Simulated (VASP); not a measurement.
Input of a VASP 6.6.1 run:

Contents of INCAR:

```
PREC = Accurate ; ENCUT = 520
EDIFF = 1E-6 ; ISMEAR = 1
SIGMA = 0.1 ; LREAL = False
LASPH = True ; NELM = 100
ALGO = Normal ; ISIF = 2
LWAVE = False ; LCHARG = False
GGA = CA ; NBANDS = 25
```

File KPOINTS:

```
Automatic mesh
0
Gamma
  7 7 9
```

File POSCAR:

```
Hg
1.0
    5.1434325215      0.0000000000      0.0000000000
   -2.5717162607      4.4543432262      0.0000000000
    0.0000000000      0.0000000000      2.9807682454
Hg
3
Direct
    0.3333333333      0.6666666667      0.5000000000
    0.6666666667      0.3333333333      0.5000000000
    0.0000000000      0.0000000000      0.0000000000
```

Potentials or basis: VASP PAW LDA potentials, release 64 (Hg).

Command:

```sh
$ cat potpaw_LDA.64/Hg/POTCAR > POTCAR
$ mpirun -np 1 vasp_std > vasp.out
```

Q: What does it give for the band gap on the k mesh?

A: Zero (bands 18 and 19 overlap by 3.87 eV).

Q: Predict the pressure.

A: 0.5 GPa.

Stress tensor (GPa, compression positive):
```
0.49 0.00 0.00
0.00 0.49 0.00
0.00 0.00 0.59
```

Caveat: spin-orbit coupling is left out, which moves the levels of the heavy elements.
